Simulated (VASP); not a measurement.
# Sn (Cmcm) in VASP: relaxation of cell and atoms with PBE

Aim: the relaxation of cell and atoms of Sn with PBE.

All numbers are computed with VASP 6.6.1; they aren't measurements. Logs are shortened: lines on timing, memory, paths and dates and some standing lists are left out, and cuts for length are marked.

## (1) The cell of the first run

The typed cell holds 2 atoms: a = 3.204 Å, b = 3.204 Å, c = 5.246 Å, α = 90.00°, β = 90.00°, γ = 70.27°.

This isn't the form of Sn at room conditions, which is tetragonal (white tin).

## (2) Relaxation of cell and atoms, PBE

File INCAR:

```
SYSTEM = Sn
PREC     = Accurate       ! precision mode
ENCUT    = 600            ! plane-wave cutoff, eV
EDIFF    = 1E-7           ! SCF threshold, eV
ISMEAR   = 0              ! smearing method
SIGMA    = 0.1            ! smearing width, eV
LREAL    = .FALSE.        ! projectors in reciprocal space
LASPH    = .TRUE.         ! aspherical terms in the spheres
NELM     = 80             ! most SCF steps
ALGO     = Fast           ! electronic algorithm
ISIF     = 3              ! what is computed and relaxed
LWAVE    = .FALSE.        ! write WAVECAR
LCHARG   = .FALSE.        ! write CHGCAR
GGA      = PE             ! functional
IBRION   = 2              ! ionic algorithm
NSW      = 80             ! ionic steps
EDIFFG   = -0.01          ! ionic threshold
```

File KPOINTS:

```
Automatic mesh
0
G
  14 14 8
  0 0 0
```

File POSCAR:

```
Sn
1.0
    2.6202086137     -1.8438659037      0.0000000000
    2.6202086137      1.8438659037      0.0000000000
    0.0000000000      0.0000000000      5.2455636991
Sn
2
Direct
    0.7498240020      0.2501759980      0.2500000000
    0.2501759980      0.7498240020      0.7500000000
```

Potentials or basis: VASP PAW PBE potentials, release 64 (Sn_d).

Run with:

```sh
> cat potpaw_PBE.64/Sn_d/POTCAR > POTCAR
> mpirun -np 1 vasp_std > vasp.out
```

OUTCAR:

```text
SYSTEM = Sn
   PREC = Accurate
   ENCUT = 600
   EDIFF = 1E-7
   ISMEAR = 0
   LREAL = .FALSE.
   LASPH = .TRUE.
   NELM = 80
   ISIF = 3
   GGA = PE
   IBRION = 2
   NSW = 80
   EDIFFG = -0.01

 ion  position               nearest neighbor table
   1  0.750  0.250  0.250-   2 3.21   2 3.21   2 3.21   2 3.21   2 3.71   2 3.71   2 3.71   2 3.71

   2  0.250  0.750  0.750-   1 3.21   1 3.21   1 3.21   1 3.21   1 3.71   1 3.71   1 3.71   1 3.71

  LATTYP: Found a base centered orthorhombic cell.
 ALAT       =     3.6877318074
 B/A-ratio  =     1.4210407646
 C/A-ratio  =     1.4224363303

  Lattice vectors:

 A1 = (  -2.6202086137,  -1.8438659037,   0.0000000000)
 A2 = (   2.6202086137,  -1.8438659037,   0.0000000000)
 A3 = (   0.0000000000,   0.0000000000,   5.2455636991)

Analysis of symmetry for initial positions (statically):
=====================================================================
 Subroutine PRICEL returns:
 Original cell was already a primitive cell.

 Routine SETGRP: Setting up the symmetry group for a
 base centered orthorhombic supercell.

 Subroutine GETGRP returns: Found  8 space group operations
 (whereof  4 operations were pure point group operations)
 out of a pool of  8 trial point group operations.

The static configuration has the point symmetry C_2h.
 The point group associated with its full space group is D_2h.

Analysis of symmetry for dynamics (positions and initial velocities):
=====================================================================
 Subroutine PRICEL returns:
 Original cell was already a primitive cell.

 Routine SETGRP: Setting up the symmetry group for a
 base centered orthorhombic supercell.

 Subroutine GETGRP returns: Found  8 space group operations
 (whereof  4 operations were pure point group operations)
 out of a pool of  8 trial point group operations.

The dynamic configuration has the point symmetry C_2h.
 The point group associated with its full space group is D_2h.

 Subroutine INISYM returns: Found  8 space group operations
 (whereof  4 operations are pure point group operations),
 and found     1 'primitive' translations

----------------------------------------------------------------------------------------

                                     Primitive cell

  volume of cell :      50.6859

  direct lattice vectors                    reciprocal lattice vectors
     2.620208614 -1.843865904  0.000000000     0.190824501 -0.271169394  0.000000000
     2.620208614  1.843865904  0.000000000     0.190824501  0.271169394  0.000000000
     0.000000000  0.000000000  5.245563699     0.000000000  0.000000000  0.190637281

  length of vectors
     3.203956094  3.203956094  5.245563699     0.331582313  0.331582313  0.190637281

  position of ions in fractional coordinates (direct lattice)
     0.749824002  0.250175998  0.250000000
     0.250175998  0.749824002  0.750000000

  ion indices of the primitive-cell ions
   primitive index   ion index
                 1           1
                 2           2

----------------------------------------------------------------------------------------

 KPOINTS: Automatic mesh

Automatic generation of k-mesh.
 Grid dimensions read from file:
 generate k-points for:   14   14    8

 Generating k-lattice:

  Cartesian coordinates                     Fractional coordinates (reciprocal lattice)
     0.013630321 -0.019369242  0.000000000     0.071428571  0.000000000  0.000000000
     0.013630321  0.019369242  0.000000000     0.000000000  0.071428571  0.000000000
     0.000000000  0.000000000  0.023829660     0.000000000  0.000000000  0.125000000

  Length of vectors
     0.023684451  0.023684451  0.023829660

  Shift w.r.t. Gamma in fractional coordinates (k-lattice)
     0.000000000  0.000000000  0.000000000

 Subroutine IBZKPT returns following result:
 ===========================================

 Found    285 irreducible k-points:

 Following reciprocal coordinates:
            Coordinates               Weight
  0.000000  0.000000  0.000000      1.000000
  0.071429  0.000000  0.000000      4.000000
  0.142857 -0.000000  0.000000      4.000000
  0.214286  0.000000  0.000000      4.000000
  0.285714 -0.000000  0.000000      4.000000
  0.357143 -0.000000  0.000000      4.000000
[... 16 lines left out ...]
  0.214286  0.142857  0.000000      4.000000
  0.285714  0.142857  0.000000      4.000000
 [... further k-points ...]
   k-points           NKPTS =    285   k-points in BZ     NKDIM =    285   number of bands    NBANDS=     18
   number of dos      NEDOS =    301   number of ions     NIONS =      2
   total plane-waves  NPLWV =  32928
   dimension x,y,z NGX =    28 NGY =   28 NGZ =   42
   dimension x,y,z NGXF=    56 NGYF=   56 NGZF=   84
   ions per type =               2
   NGX,Y,Z   is equivalent  to a cutoff of  14.53, 14.53, 13.31 a.u.
   NGXF,Y,Z  is equivalent  to a cutoff of  29.06, 29.06, 26.62 a.u.
 SYSTEM =  Sn
   PREC   = accura    normal or accurate (medium, high low for compatibility)
   ISTART =      0    job   : 0-new  1-cont  2-samecut
   ICHARG =      2    charge: 1-file 2-atom 10-const
   ISPIN  =      1    spin polarized calculation?
   LNONCOLLINEAR =      F non collinear calculations
   LSORBIT =      F    spin-orbit coupling
   LASPH  =      T    aspherical Exc in radial PAW
   ENCUT  =  600.0 eV  44.10 Ry    6.64 a.u.   6.40  6.40 10.48*2*pi/ulx,y,z
   NELM   =     80;   NELMIN=  2; NELMDL= -5     # of ELM steps
   EDIFF  = 0.1E-06   stopping-criterion for ELM
   LREAL  =      F    real-space projection
   EDIFFG = -.1E-01   stopping-criterion for IOM
   NSW    =     80    number of steps for IOM
   IBRION =      2    ionic relax: 0-MD 1-quasi-New 2-CG
   NFREE  =      1    steps in history (QN), initial steepest desc. (CG)
   ISIF   =      3    stress and relaxation
   ISYM   =      2    0-nonsym 1-usesym 2-fastsym
   POTIM  = 0.5000    time-step for ionic-motion
   TEBEG  =    0.0;   TEEND  =   0.0 temperature during run
   PSTRESS=    0.0 pullay stress
   NELECT =      28.0000    total number of electrons
   NUPDOWN=      -1.0000    fix difference up-down
   EMIN   =  10.00;   EMAX   =-10.00  energy-range for DOS
   EFERMI =   0.00;   METHOD = LEGACY
   ISMEAR =     0;   SIGMA  =   0.10  broadening in eV -4-tet -1-fermi 0-gaus
   EFERMI_NEDOS =   21; number of points for ismear=-14 and -15
   IALGO  =     68    algorithm
   IMIX   =      4    mixing-type and parameters
     AMIX     =   0.40;   BMIX     =  1.00
     AMIX_MAG =   1.60;   BMIX_MAG =  1.00
  volume/ion in A,a.u.               =      25.34       171.02
  Fermi-wavevector in a.u.,A,eV,Ry     =   1.343275  2.538422 24.550199  1.804389
  Thomas-Fermi vector in A             =   2.471362
   LORBIT       =      0    0 simple, 1 ext, 2 COOP (PROOUT), +10 PAW based schemes
   GGA     = PE    functional components
   LHFCALC =     F    Hartree Fock is set to
   AEXX    =    0.0000 exact exchange contribution
   IVDW    =     0    specifies the selected vdW correction
   LEPSILON=     F    determine dielectric tensor
   LRPA    =     F    only Hartree local field effects (RPA)
 conjugate gradient relaxation of ions
 non-spin polarized calculation
 RMM-DIIS sequential band-by-band and
 Gauss-broadening in eV      SIGMA  =   0.10
  energy-cutoff  :      600.00
  volume of cell :       50.69
 maximum number of plane-waves:      1725
 NGX is ok and might be reduce to    28
   NGX = 13   NGY = 13   NGZ = 21

--------------------------------------- Ionic step        1  -------------------------------------------

 number of electron      28.0000010 magnetization

 Free energy of the ion-electron system (eV)
  ---------------------------------------------------
  ext. energy  EPLUGINS =         0.00000000
  ---------------------------------------------------
  free energy    TOTEN  =        -7.48215354 eV

  energy without entropy =       -7.47618389  energy(sigma->0) =       -7.47916871

------------------------ aborting loop because EDIFF is reached ----------------------------------------

  FORCE on cell =-STRESS in cart. coord.  units (eV):
  Direction    XX          YY          ZZ          XY          YZ          ZX
  --------------------------------------------------------------------------------------
  -------------------------------------------------------------------------------------
  Total        1.4901605      1.6093688      1.7792080      0.0000000      0.0000000      0.0000000
  in kB       47.1038340     50.8719981     56.2405982      0.0000000      0.0000000      0.0000000
  external PRESSURE =      51.4054768 kB  Pullay stress =       0.0000000 kB
[... 129 lines left out ...]
  energy  without entropy=       -7.5444313304  energy(sigma->0) =       -7.54734024

--------------------------------------- Ionic step        5  -------------------------------------------

 number of electron      27.9999987 magnetization

 Free energy of the ion-electron system (eV)
  ---------------------------------------------------
  ext. energy  EPLUGINS =         0.00000000
  ---------------------------------------------------
  free energy    TOTEN  =        -7.55028738 eV

  energy without entropy =       -7.54443454  energy(sigma->0) =       -7.54736096

 E-fermi :   7.8885     XC(G=0): -10.2908

 val. band max:        7.8803646587   @ k =  -0.2143   0.0714   0.5000
 cond. band min:       7.8912574173   @ k =   0.3571   0.1429   0.2500
 fundamental gap:      0.0108927586
 Fermi energy:         7.8885083303

 k-point     1 :       0.0000    0.0000    0.0000
  band No.  band energies     occupation
      1     -13.7090      2.00000
      2     -13.6678      2.00000
      3     -13.6648      2.00000
      4     -13.6599      2.00000
      5     -13.6462      2.00000
      6     -13.5416      2.00000
[... 10 lines left out ...]
     17      15.7378      0.00000
     18      15.7632      0.00000
[... 466 lines left out ...]
      2     -13.6573      2.00000
      3     -13.6375      2.00000
      4     -13.6192      2.00000
      5     -13.5926      2.00000
      6     -13.5657      2.00000
[... 10 lines left out ...]
     17      12.7998      0.00000
     18      13.0923      0.00000

 [... further k-points ...]

------------------------ aborting loop because EDIFF is reached ----------------------------------------

  FORCE on cell =-STRESS in cart. coord.  units (eV):
  Direction    XX          YY          ZZ          XY          YZ          ZX
  --------------------------------------------------------------------------------------
  -------------------------------------------------------------------------------------
  Total       -0.0129212      0.0057710      0.0161472      0.0000000     -0.0000000      0.0000000
  in kB       -0.3745936      0.1673054      0.4681157      0.0000000     -0.0000000      0.0000000
  external PRESSURE =       0.0869425 kB  Pullay stress =       0.0000000 kB
[... 17 lines left out ...]
  FREE ENERGIE OF THE ION-ELECTRON SYSTEM (eV)
  ---------------------------------------------------
  free  energy   TOTEN  =        -7.5502873790 eV

  energy  without entropy=       -7.5444345423  energy(sigma->0) =       -7.54736096

 reached required accuracy - stopping structural energy minimisation
```

Run time: 33 min. Hardware: 1 thread of Oxide Virtual Turin-like, shared host; peak memory 0.36 GiB.

What came out:

| Item | Value |
| --- | --- |
| Free energy | -7.5503 eV |
| Relaxed volume | 27.63 Å³/atom |
| Relaxed cell | a = 3.291 Å, b = 3.291 Å, c = 5.416 Å, α = 90.00°, β = 90.00°, γ = 70.42° |
| Space group after relaxing (to 0.1 Å) | Im-3m (No. 229) |
| Energy gained by relaxing | 34.1 meV/atom |
| Ionic steps | 5 |
| Pressure after relaxing | 0.0 GPa |
| Band gap on the k mesh | zero (bands 14 and 15 overlap by 6.20 eV) |

The path:
| step | energy change (eV) | largest force (eV/Å) | pressure (GPa) | volume (Å³) |
| --- | --- | --- | --- | --- |
| 1 | 0.0000 | 0.0007 | 5.14 | 50.69 |
| 2 | -0.0615 | 0.0002 | -1.29 | 56.89 |
| 3 | -0.0681 | 0.0003 | 0.01 | 55.26 |
| 4 | -0.0681 | 0.0003 | -0.07 | 55.36 |
| 5 | -0.0681 | 0.0002 | 0.01 | 55.27 |

Final structure:
```
Sn
1.0
     2.68873   -1.89749    0.00000
     2.68873    1.89749    0.00000
     0.00000    0.00000    5.41625
Sn
2
Direct
  0.74983 0.25017 0.25000
  0.25017 0.74983 0.75000
```

Caveat: spin-orbit coupling is left out, which moves the levels of the heavy elements.
